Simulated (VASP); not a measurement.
**Cu12H: single point with PBE+D3(BJ)**

The system is Cu12H, a slab with vacuum.

```xyz
13
Lattice="5.0378 0.0000 0.0000 0.0000 5.0378 0.0000 0.0000 0.0000 20.6623" Properties=species:S:1:pos:R:3 pbc="T T T"
Cu    1.2595    1.2595    4.0000
Cu    1.2595    3.7784    4.0000
Cu    3.7784    1.2595    4.0000
Cu    3.7784    3.7784    4.0000
Cu    0.0000    0.0000    5.7811
Cu    0.0000    2.5189    5.7811
Cu    2.5189    0.0000    5.7811
Cu    2.5189    2.5189    5.7811
Cu    1.2595    1.2595    7.5623
Cu    1.2595    3.7784    7.5623
Cu    3.7784    1.2595    7.5623
Cu    3.7784    3.7784    7.5623
H     2.5189    2.5189   10.6623
```

```yaml
Program: VASP 6.6.1
Task: single point
Functional: PBE
Dispersion: D3(BJ)
Potentials_or_basis: VASP PAW PBE potentials, release 64 (Cu, H)
Cutoff: 520 eV
k_mesh: 5 × 5 × 1
Occupations: gaussian, width 0.1 eV
Spin: no spin polarisation
Dipole_correction: yes
Further_INCAR_settings: ALGO = Normal; EDIFF = 1e-06; NBANDS = 78
```

* Largest force: 0.822 eV/Å
* Band gap on the k mesh: zero (an odd number of electrons rules out a gap without spin polarisation)
* Dispersion energy per atom: -0.341 eV

Forces in eV/Å, atoms in the order of the input:
```
Cu   0.023  0.023 -0.038
Cu   0.023 -0.023 -0.038
Cu  -0.023  0.023 -0.038
Cu  -0.023 -0.023 -0.038
Cu   0.000  0.000  0.067
Cu   0.000  0.000 -0.006
Cu   0.000  0.000 -0.006
Cu   0.000  0.000 -0.043
Cu   0.052  0.052  0.241
Cu   0.052 -0.052  0.241
Cu  -0.052  0.052  0.241
Cu  -0.052 -0.052  0.241
H    0.000  0.000 -0.822
```

Levels at points of the mesh, in eV from the Fermi level:
```tsv
k point	band 65	band 66	band 67	band 68	band 69	band 70
(0.00, 0.00, 0.00)	-0.13	-0.13	-0.05	-0.04	0.02	0.16
```

It took 8.9 min on 1 thread of Intel(R) Xeon(R) 6975P-C (Granite Rapids), on a shared host, peak memory 0.59 GiB.
